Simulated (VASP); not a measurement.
# ZnF2 (P4_2/mnm) in VASP: further runs

Runs on ZnF2. Level: r2SCAN. Tasks: relaxation of the atoms, single point.

All numbers are computed with VASP 6.6.1; they aren't measurements. Logs are shortened: lines on timing, memory, paths and dates and some standing lists are left out, and cuts for length are marked.

### 1 The cell of the first run

The structure is tetragonal, space group P4_2/mnm (No. 136). Conventional cell: a = 4.640 Å, b = 4.640 Å, c = 3.087 Å, α = 90.00°, β = 90.00°, γ = 90.00°. Within 2.6 Å of Zn (site symmetry mmm) lie 6 F at 1.99 to 2.01 Å. F (site symmetry m2m) has 3 Zn at 1.99 to 2.01 Å and 1 F at 2.58 Å within 2.6 Å.

### 2 Relaxation of the atoms, r2SCAN

Input file POSCAR:

```
ZnF2
1.0
    4.6402390500      0.0000000000      0.0000000000
    0.0000000000      4.6402390500      0.0000000000
    0.0000000000      0.0000000000      3.0868413500
Zn F
2 4
Direct
    0.0000000000      0.0000000000      0.0000000000
    0.5000000000      0.5000000000      0.5000000000
    0.3032131100      0.3032131100      0.0000000000
    0.1967868900      0.8032131100      0.5000000000
    0.6967868900      0.6967868900      0.0000000000
    0.8032131100      0.1967868900      0.5000000000
```

Input file INCAR.step1:

```
SYSTEM = ZnF2
PREC     = Accurate       ! precision mode
ENCUT    = 580            ! plane-wave cutoff, eV
ISMEAR   = -1             ! smearing method
SIGMA    = 0.02           ! smearing width, eV
LREAL    = .False.        ! projectors in reciprocal space
LASPH    = .True.         ! aspherical terms in the spheres
NELM     = 120            ! most SCF steps
GGA      = PE             ! functional
ALGO     = Normal         ! electronic algorithm
EDIFF    = 1E-5           ! SCF threshold, eV
LWAVE    = .True.         ! write WAVECAR
LCHARG   = .False.        ! write CHGCAR
GGA_COMPAT= .False.      
IBRION   = 2              ! ionic algorithm
EDIFFG   = -0.01          ! ionic threshold
NELMIN   = 4            
NSW      = 100            ! ionic steps
KPAR     = 4
```

Input file INCAR.step2:

```
SYSTEM = ZnF2
PREC     = Accurate       ! precision mode
ENCUT    = 580            ! plane-wave cutoff, eV
EDIFF    = 1E-7           ! SCF threshold, eV
ISMEAR   = -1             ! smearing method
SIGMA    = 0.02           ! smearing width, eV
LREAL    = .False.        ! projectors in reciprocal space
LASPH    = .True.         ! aspherical terms in the spheres
NELM     = 120            ! most SCF steps
ALGO     = Normal         ! electronic algorithm
ISIF     = 2              ! what is computed and relaxed
LWAVE    = .False.        ! write WAVECAR
LCHARG   = .False.        ! write CHGCAR
METAGGA  = R2SCAN         ! meta-GGA
LMIXTAU  = .True.       
IBRION   = 2              ! ionic algorithm
NSW      = 50             ! ionic steps
EDIFFG   = -0.01          ! ionic threshold
ISTART   = 1            
GGA_COMPAT= .False.      
NELMIN   = 4            
KPAR     = 4
```

Input file KPOINTS:

```
regular mesh
0
Gamma
  6 6 10
  0 0 0
```

Potentials or basis: VASP PAW PBE potentials, release 64 (Zn, F).

The run is started by

```bash
$ cat potpaw_PBE.64/Zn/POTCAR potpaw_PBE.64/F/POTCAR > POTCAR
$ cp INCAR.step1 INCAR
$ mpirun -np 4 vasp_std > vasp.out
$ cp INCAR.step2 INCAR
$ mpirun -np 4 vasp_std > vasp.out
```

OUTCAR:

```text
SYSTEM = ZnF2
   PREC = Accurate
   ENCUT = 580
   EDIFF = 1E-7
   ISMEAR = -1
   LREAL = .False.
   LASPH = .True.
   NELM = 120
   ISIF = 2
   METAGGA = R2SCAN
   IBRION = 2
   NSW = 50
   EDIFFG = -0.01
   ISTART = 1
   NELMIN = 4

 ion  position               nearest neighbor table
   1  0.000  0.000  0.000-   3 1.99   5 1.99   4 2.01   6 2.01   4 2.01   6 2.01
   2  0.500  0.500  0.500-   4 1.99   6 1.99   5 2.01   3 2.01   3 2.01   5 2.01
   3  0.303  0.303  0.000-   1 1.99   2 2.01   2 2.01
   4  0.197  0.803  0.500-   2 1.99   1 2.01   1 2.01
   5  0.697  0.697  0.000-   1 1.99   2 2.01   2 2.01
   6  0.803  0.197  0.500-   2 1.99   1 2.01   1 2.01

  LATTYP: Found a simple tetragonal cell.
 ALAT       =     4.6402390500
 C/A-ratio  =     0.6652332599

  Lattice vectors:

 A1 = (   4.6402390500,   0.0000000000,   0.0000000000)
 A2 = (   0.0000000000,   4.6402390500,   0.0000000000)
 A3 = (   0.0000000000,   0.0000000000,   3.0868413500)

Analysis of symmetry for initial positions (statically):
=====================================================================
 Subroutine PRICEL returns:
 Original cell was already a primitive cell.

 Routine SETGRP: Setting up the symmetry group for a
 simple tetragonal supercell.

 Subroutine GETGRP returns: Found 16 space group operations
 (whereof  8 operations were pure point group operations)
 out of a pool of 16 trial point group operations.

The static configuration has the point symmetry D_2h.
 The point group associated with its full space group is D_4h.

Analysis of symmetry for dynamics (positions and initial velocities):
=====================================================================
 Subroutine PRICEL returns:
 Original cell was already a primitive cell.

 Routine SETGRP: Setting up the symmetry group for a
 simple tetragonal supercell.

 Subroutine GETGRP returns: Found 16 space group operations
 (whereof  8 operations were pure point group operations)
 out of a pool of 16 trial point group operations.

The dynamic configuration has the point symmetry D_2h.
 The point group associated with its full space group is D_4h.

 Subroutine INISYM returns: Found 16 space group operations
 (whereof  8 operations are pure point group operations),
 and found     1 'primitive' translations

----------------------------------------------------------------------------------------

                                     Primitive cell

  volume of cell :      66.4653

  direct lattice vectors                    reciprocal lattice vectors
     4.640239050  0.000000000  0.000000000     0.215506139  0.000000000  0.000000000
     0.000000000  4.640239050  0.000000000     0.000000000  0.215506139  0.000000000
     0.000000000  0.000000000  3.086841350     0.000000000  0.000000000  0.323955748

  length of vectors
     4.640239050  4.640239050  3.086841350     0.215506139  0.215506139  0.323955748

  position of ions in fractional coordinates (direct lattice)
     0.000000000  0.000000000  0.000000000
     0.500000000  0.500000000  0.500000000
     0.303213110  0.303213110  0.000000000
     0.196786890  0.803213110  0.500000000
     0.696786890  0.696786890  0.000000000
     0.803213110  0.196786890  0.500000000

  ion indices of the primitive-cell ions
   primitive index   ion index
                 1           1
                 2           2
                 3           3
                 4           4
                 5           5
                 6           6

----------------------------------------------------------------------------------------

 KPOINTS: regular mesh

Automatic generation of k-mesh.
 Grid dimensions read from file:
 generate k-points for:    6    6   10

 Generating k-lattice:

  Cartesian coordinates                     Fractional coordinates (reciprocal lattice)
     0.035917690  0.000000000  0.000000000     0.166666667  0.000000000  0.000000000
     0.000000000  0.035917690  0.000000000     0.000000000  0.166666667  0.000000000
[... 47 lines left out ...]
   NFREE  =      1    steps in history (QN), initial steepest desc. (CG)
   ISIF   =      2    stress and relaxation
   ISYM   =      2    0-nonsym 1-usesym 2-fastsym
   POTIM  = 0.5000    time-step for ionic-motion
   TEBEG  =    0.0;   TEEND  =   0.0 temperature during run
   PSTRESS=    0.0 pullay stress
   NELECT =      52.0000    total number of electrons
   NUPDOWN=      -1.0000    fix difference up-down
   EMIN   =  10.00;   EMAX   =-10.00  energy-range for DOS
   EFERMI =   0.00;   METHOD = LEGACY
   ISMEAR =    -1;   SIGMA  =   0.02  broadening in eV -4-tet -1-fermi 0-gaus
   EFERMI_NEDOS =   21; number of points for ismear=-14 and -15
   IALGO  =     38    algorithm
   IMIX   =      4    mixing-type and parameters
     AMIX     =   0.40;   BMIX     =  1.00
     AMIX_MAG =   1.60;   BMIX_MAG =  1.00
  volume/ion in A,a.u.               =      11.08        74.76
  Fermi-wavevector in a.u.,A,eV,Ry     =   1.508496  2.850645 30.960892  2.275561
  Thomas-Fermi vector in A             =   2.618943
   LORBIT       =      0    0 simple, 1 ext, 2 COOP (PROOUT), +10 PAW based schemes
   METAGGA = R2SCAN    functional components
   LHFCALC =     F    Hartree Fock is set to
   AEXX    =    0.0000 exact exchange contribution
   IVDW    =     0    specifies the selected vdW correction
   LEPSILON=     F    determine dielectric tensor
   LRPA    =     F    only Hartree local field effects (RPA)
 conjugate gradient relaxation of ions
 non-spin polarized calculation
  energy-cutoff  :      580.00
  volume of cell :       66.47
 maximum number of plane-waves:      2132
   NGX = 19   NGY = 19   NGZ = 13

--------------------------------------- Ionic step        1  -------------------------------------------

 number of electron      51.9999962 magnetization

 Free energy of the ion-electron system (eV)
  ---------------------------------------------------
  ext. energy  EPLUGINS =         0.00000000
  ---------------------------------------------------
  free energy    TOTEN  =       -45.61310820 eV

  energy without entropy =      -45.61310820  energy(sigma->0) =      -45.61310820

------------------------ aborting loop because EDIFF is reached ----------------------------------------

  FORCE on cell =-STRESS in cart. coord.  units (eV):
  Direction    XX          YY          ZZ          XY          YZ          ZX
  --------------------------------------------------------------------------------------
  -------------------------------------------------------------------------------------
  Total        2.3186120      2.3186120      2.8903479     -0.0000000      0.0000000      0.0000000
  in kB       55.8912277     55.8912277     69.6731881     -0.0000000      0.0000000      0.0000000
  external PRESSURE =      60.4852145 kB  Pullay stress =       0.0000000 kB
[... 65 lines left out ...]
  energy  without entropy=      -45.6140586734  energy(sigma->0) =      -45.61405867

--------------------------------------- Ionic step        3  -------------------------------------------

 number of electron      51.9999955 magnetization

 Free energy of the ion-electron system (eV)
  ---------------------------------------------------
  ext. energy  EPLUGINS =         0.00000000
  ---------------------------------------------------
  free energy    TOTEN  =       -45.61435593 eV

  energy without entropy =      -45.61435593  energy(sigma->0) =      -45.61435593

 E-fermi :  -0.6942     XC(G=0): -11.2041

 val. band max:       -1.1273299478   @ k =   0.0000   0.0000   0.0000
 cond. band min:       3.1254131575   @ k =   0.0000   0.0000   0.0000
 fundamental gap:      4.2527431053
 Fermi energy:        -0.6941878023

 k-point     1 :       0.0000    0.0000    0.0000
  band No.  band energies     occupation
      1     -24.6825      2.00000
      2     -23.8700      2.00000
      3     -23.8700      2.00000
      4     -23.8171      2.00000
      5      -7.8818      2.00000
      6      -6.9520      2.00000
[... 805 lines left out ...]
     30      11.0001      0.00000
     31      12.8647      0.00000

 [... further k-points ...]
[... 5 lines left out ...]
  --------------------------------------------------------------------------------------
  -------------------------------------------------------------------------------------
  Total        2.3087123      2.3087123      2.7523189      0.0000000      0.0000000      0.0000000
  in kB       55.6525909     55.6525909     66.3459334      0.0000000      0.0000000      0.0000000
  external PRESSURE =      59.2170384 kB  Pullay stress =       0.0000000 kB
[... 21 lines left out ...]
  FREE ENERGIE OF THE ION-ELECTRON SYSTEM (eV)
  ---------------------------------------------------
  free  energy   TOTEN  =       -45.6143559343 eV

  energy  without entropy=      -45.6143559343  energy(sigma->0) =      -45.61435593

 reached required accuracy - stopping structural energy minimisation
```

Wall time 2.9 min (4 MPI ranks of Intel Xeon 6975P-C (Granite Rapids), shared host); peak memory 0.25 GiB.

What came out:

```
Free energy               : -45.6144 eV
Energy gained by relaxing : 0.2 meV/atom
Ionic steps               : 3
Pressure after relaxing   : 5.9 GPa
Band gap on the k mesh    : 4.25 eV
```

Stress tensor (GPa, compression positive):
```
5.57 0.00 0.00
0.00 5.57 0.00
0.00 0.00 6.63
```

The path:
```
step  energy change (eV)  largest force (eV/Å)  pressure (GPa)
   1              0.0000                0.0821            6.05
   2             -0.0010                0.0404            5.98
   3             -0.0012                0.0003            5.92
```

Final structure:
```yaml
crystal:
  lattice:
    - [4.64024, 0.00000, 0.00000]
    - [0.00000, 4.64024, 0.00000]
    - [0.00000, 0.00000, 3.08684]
  atoms:
    - { symbol: Zn, position: [0.00000, 0.00000, 0.00000] }
    - { symbol: Zn, position: [0.50000, 0.50000, 0.50000] }
    - { symbol: F, position: [0.30203, 0.30203, 0.00000] }
    - { symbol: F, position: [0.19797, 0.80203, 0.50000] }
    - { symbol: F, position: [0.69797, 0.69797, 0.00000] }
    - { symbol: F, position: [0.80203, 0.19797, 0.50000] }
```

Levels at points of the mesh, in eV from the valence-band top:
```tsv
k point	band 23	band 24	band 25	band 26	band 27	band 28	band 29	band 30
(0.00, 0.00, 0.00)	-1.61	-0.46	-0.46	0.00	4.25	10.42	10.42	10.51
(0.50, 0.00, 0.00)	-0.74	-0.74	-0.57	-0.57	6.95	6.95	11.40	11.40
(0.50, 0.50, 0.00)	-1.54	-1.54	-0.48	-0.48	8.02	8.02	9.91	9.91
(0.00, 0.00, 0.50)	-1.36	-1.36	-1.34	-1.34	9.29	9.29	12.93	12.93
(0.50, 0.00, 0.50)	-1.59	-1.59	-0.12	-0.12	9.93	9.93	11.21	11.21
(0.50, 0.50, 0.50)	-1.36	-1.36	-0.85	-0.85	9.19	9.19	12.24	12.24
```

Caveat: the PAW data sets were made with another functional, which shifts forces and pressure a little. r2SCAN opens gaps a little over a GGA but as a rule still falls short of measured ones.

### 3 Single point, r2SCAN

This run uses another cell than the first one, of 12.00 Å³/atom.

Input file POSCAR:

```
ZnF2
1.0
    4.7657112200      0.0000000000      0.0000000000
    0.0000000000      4.7657112200      0.0000000000
    0.0000000000      0.0000000000      3.1703096100
Zn F
2 4
Direct
    0.0000000000      0.0000000000      0.0000000000
    0.5000000000      0.5000000000      0.5000000000
    0.3045252490      0.3045252490      0.0000000000
    0.1954747510      0.8045252490      0.5000000000
    0.6954747510      0.6954747510      0.0000000000
    0.8045252490      0.1954747510      0.5000000000
```

Input file INCAR.step1:

```
ALGO = Normal
EDIFF = 1E-5
ENCUT = 660
GGA = PE
GGA_COMPAT = False
ISMEAR = -1
LASPH = True
LCHARG = False
LREAL = False
LWAVE = True
NBANDS = 35
NELM = 120
PREC = Accurate
SIGMA = 0.02
```

Input file INCAR.step2:

```
ALGO = Normal
EDIFF = 1E-6
ENCUT = 660
GGA_COMPAT = False
ISIF = 2
ISMEAR = -1
ISTART = 1
LASPH = True
LCHARG = True
LELF = True
LMIXTAU = True
LREAL = False
LVHAR = True
LWAVE = False
METAGGA = R2SCAN
NBANDS = 35
NELM = 120
PREC = Accurate
SIGMA = 0.02
```

Input file KPOINTS:

```
k-points
0
Gamma
  6 6 10
```

Potentials or basis: VASP PAW PBE potentials, release 64 (Zn, F).

The run is started by

```bash
$ cat potpaw_PBE.64/Zn/POTCAR potpaw_PBE.64/F/POTCAR > POTCAR
$ cp INCAR.step1 INCAR
$ mpirun -np 1 vasp_std > vasp.out
$ cp INCAR.step2 INCAR
$ mpirun -np 1 vasp_std > vasp.out
```

Run time: 4.8 min. Hardware: 1 thread of Intel Xeon 6975P-C (Granite Rapids), shared host; peak memory 0.32 GiB.

Results (log left out):

* Free energy: -45.6603 eV
* Pressure: -4.1 GPa
* Largest force: 0.016 eV/Å
* Band gap on the k mesh: 4.19 eV

Forces in eV/Å, atoms in the order of the input:
```
Zn   0.000  0.000  0.000
Zn   0.000  0.000  0.000
F   -0.011 -0.011  0.000
F    0.011 -0.011  0.000
F    0.011  0.011  0.000
F   -0.011  0.011  0.000
```

Stress tensor (GPa, compression positive):
```
-3.83  0.00  0.00
 0.00 -3.83  0.00
 0.00  0.00 -4.62
```

Levels at points of the mesh, in eV from the valence-band top:
```csv
k point,band 23,band 24,band 25,band 26,band 27,band 28,band 29,band 30
"(0.00, 0.00, 0.00)",-1.10,-0.28,-0.28,0.00,4.19,9.99,10.43,10.43
"(0.50, 0.00, 0.00)",-0.59,-0.59,-0.36,-0.36,6.74,6.74,11.29,11.29
"(0.50, 0.50, 0.00)",-1.19,-1.19,-0.30,-0.30,7.66,7.66,9.84,9.84
"(0.00, 0.00, 0.50)",-1.23,-1.23,-1.14,-1.14,8.94,8.94,12.71,12.71
"(0.50, 0.00, 0.50)",-1.26,-1.26,-0.02,-0.02,9.46,9.46,11.11,11.11
"(0.50, 0.50, 0.50)",-1.14,-1.14,-0.76,-0.76,8.87,8.87,12.20,12.20
```

Caveat: the cell stands under tension; the PAW data sets were made with another functional, which shifts forces and pressure a little.

### 4 Single point, r2SCAN

This run uses another cell than the first one, of 12.23 Å³/atom.

Input file POSCAR:

```
ZnF2
1.0
    4.7960668900      0.0000000000      0.0000000000
    0.0000000000      4.7960668900      0.0000000000
    0.0000000000      0.0000000000      3.1905032100
Zn F
2 4
Direct
    0.0000000000      0.0000000000      0.0000000000
    0.5000000000      0.5000000000      0.5000000000
    0.3053135975      0.3053135975      0.0000000000
    0.1946864025      0.8053135975      0.5000000000
    0.6946864025      0.6946864025      0.0000000000
    0.8053135975      0.1946864025      0.5000000000
```

Input file INCAR.step1:

```
PREC     = Accurate       # precision mode
ENCUT    = 660            # plane-wave cutoff, eV
ISMEAR   = -1             # smearing method
SIGMA    = 0.02           # smearing width, eV
LREAL    = F              # projectors in reciprocal space
LASPH    = T              # aspherical terms in the spheres
NELM     = 120            # most SCF steps
NBANDS   = 35             # bands
GGA      = PE             # functional
ALGO     = Normal         # electronic algorithm
EDIFF    = 1E-5           # SCF threshold, eV
LWAVE    = T              # write WAVECAR
LCHARG   = F              # write CHGCAR
GGA_COMPAT= F
```

Input file INCAR.step2:

```
PREC     = Accurate       # precision mode
ENCUT    = 660            # plane-wave cutoff, eV
EDIFF    = 1E-6           # SCF threshold, eV
ISMEAR   = -1             # smearing method
SIGMA    = 0.02           # smearing width, eV
LREAL    = F              # projectors in reciprocal space
LASPH    = T              # aspherical terms in the spheres
NELM     = 120            # most SCF steps
ALGO     = Normal         # electronic algorithm
ISIF     = 2              # what is computed and relaxed
LWAVE    = F              # write WAVECAR
LCHARG   = F              # write CHGCAR
METAGGA  = R2SCAN         # meta-GGA
LMIXTAU  = T            
NBANDS   = 35             # bands
ISTART   = 1            
GGA_COMPAT= F
```

Input file KPOINTS:

```
regular mesh
0
Gamma
  6 6 10
```

The run is started by

```bash
$ cat potpaw_PBE.64/Zn/POTCAR potpaw_PBE.64/F/POTCAR > POTCAR
$ cp INCAR.step1 INCAR
$ mpirun -np 1 vasp_std > vasp.out
$ cp INCAR.step2 INCAR
$ mpirun -np 1 vasp_std > vasp.out
```

Wall time 4.6 min (1 thread of Intel Xeon 6975P-C (Granite Rapids), shared host); peak memory 0.33 GiB.

Results (log left out):

```
Free energy            : -45.6207 eV
Pressure               : -5.9 GPa
Largest force          : 0.018 eV/Å
Band gap on the k mesh : 4.17 eV
```

Forces in eV/Å, atoms in the order of the input:
```
Zn   0.000  0.000  0.000
Zn   0.000  0.000  0.000
F   -0.013 -0.013  0.000
F    0.013 -0.013  0.000
F    0.013  0.013  0.000
F   -0.013  0.013  0.000
```

Stress tensor (GPa, compression positive):
```
-5.51  0.00  0.00
 0.00 -5.51  0.00
 0.00  0.00 -6.72
```

Levels at points of the mesh, in eV from the valence-band top:
```csv
k point,band 22,band 23,band 24,band 25,band 26,band 27,band 28,band 29,band 30,band 31
"(0.00, 0.00, 0.00)",-1.31,-0.99,-0.23,-0.23,0.00,4.17,9.86,10.42,10.42,14.03
"(0.50, 0.00, 0.00)",-1.39,-0.56,-0.56,-0.30,-0.30,6.69,6.69,11.27,11.27,13.62
"(0.50, 0.50, 0.00)",-1.46,-1.11,-1.11,-0.25,-0.25,7.57,7.57,9.82,9.82,15.23
"(0.00, 0.00, 0.50)",-1.21,-1.21,-1.21,-1.08,-1.08,8.86,8.86,12.66,12.66,13.89
"(0.50, 0.00, 0.50)",-1.55,-1.18,-1.18,0.00,0.00,9.36,9.36,11.09,11.09,14.67
"(0.50, 0.50, 0.50)",-1.28,-1.08,-1.08,-0.74,-0.74,8.79,8.79,12.18,12.18,13.05
```

Caveat: the cell stands under tension; the PAW data sets were made with another functional, which shifts forces and pressure a little.

### 5 Overview

| task | cell | cutoff (eV) | gap on the mesh (eV) | pressure (GPa) | largest force (eV/Å) |
| --- | --- | --- | --- | --- | --- |
| relaxation of the atoms | atoms relaxed from a = 4.640, b = 4.640, c = 3.087 Å, 6 atoms, atomic positions A | 580 | 4.25 | 5.9 | - |
| single point | a = 4.766, b = 4.766, c = 3.170 Å, 6 atoms, atomic positions B | 660 | 4.19 | -4.1 | 0.02 |
| single point | a = 4.796, b = 4.796, c = 3.191 Å, 6 atoms, atomic positions C | 660 | 4.17 | -5.9 | 0.02 |

Alike in all rows: level r2SCAN; potentials or basis VASP PAW PBE potentials, release 64 (Zn, F); no spin polarisation; k mesh 6 × 6 × 10; smearing fermi-dirac 0.02 eV.

Caveats: the PAW data sets were made with another functional, which shifts forces and pressure a little; the cell stands under tension (at least some runs).

Absolute energies hang on the potentials; compare differences alone.
